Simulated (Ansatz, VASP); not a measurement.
Given: the input of a run of Ansatz 0.2.0 on Ge.

input.yaml

```yaml
crystal:
  lattice:
    - [-2.574489719, 2.574489719, 1.3974126432]
    - [2.574489719, -2.574489719, 1.3974126432]
    - [2.574489719, 2.574489719, -1.3974126432]
  atoms:
    - { symbol: Ge, position: [0.5, 0.5, 0.0] }
    - { symbol: Ge, position: [0.25, 0.75, 0.5] }
hamiltonian:
  xc: pbe
  pseudopotentials: { kind: paw }
kpoints:
  mp_grid: { grid: [11, 11, 11] }
scf:
  occupations: { method: gaussian, width: 0.029 }
output:
  forces: true
  stress: true
  eigenvalues: true
```

Potentials or basis: Ansatz PAW.

Run with:

```sh
$ ansatz run input.yaml --threads 2 --pin off --max-ram 5632MiB --backend cpu --events-out ev --progress --plain --runs-dir out
```

Task: Translate it to VASP 6.6.1. Potentials there: VASP PAW PBE potentials, release 64 (Ge_d).

Result: As run (the cutoff follows the program's own potentials):

INCAR

```
SYSTEM = Ge
PREC = Accurate ; ENCUT = 520
EDIFF = 1E-6 ; ISMEAR = 0
SIGMA = 0.028999999999999998 ; LREAL = .False.
LASPH = .True. ; NELM = 100
ALGO = Normal ; ISIF = 2
LWAVE = .False. ; LCHARG = .False.
GGA = PE ; NBANDS = 21
```

File KPOINTS:

```
regular mesh
0
Gamma
  11 11 11
  0 0 0
```

File POSCAR:

```
Ge
1.0
   -2.5744897190      2.5744897190      1.3974126432
    2.5744897190     -2.5744897190      1.3974126432
    2.5744897190      2.5744897190     -1.3974126432
Ge
2
Direct
    0.5000000000      0.5000000000      0.0000000000
    0.2500000000      0.7500000000      0.5000000000
```

Potentials or basis: VASP PAW PBE potentials, release 64 (Ge_d).

Run with:

```console
$ cat potpaw_PBE.64/Ge_d/POTCAR > POTCAR
$ mpirun -np 1 vasp_std > vasp.out
```

Both were run:

|  | VASP | Ansatz | Ansatz less VASP |
| --- | --- | --- | --- |
| gap on the k mesh at the Fermi level (eV) | none | none | - |
| pressure (GPa) | 3.1 | 3.2 | +0.11 |
| traceless stress, the component that is largest in VASP (GPa) | 0.26 | 0.25 | -0.010 |

A gap of «none» marks a metal or a gap that the smearing closes.
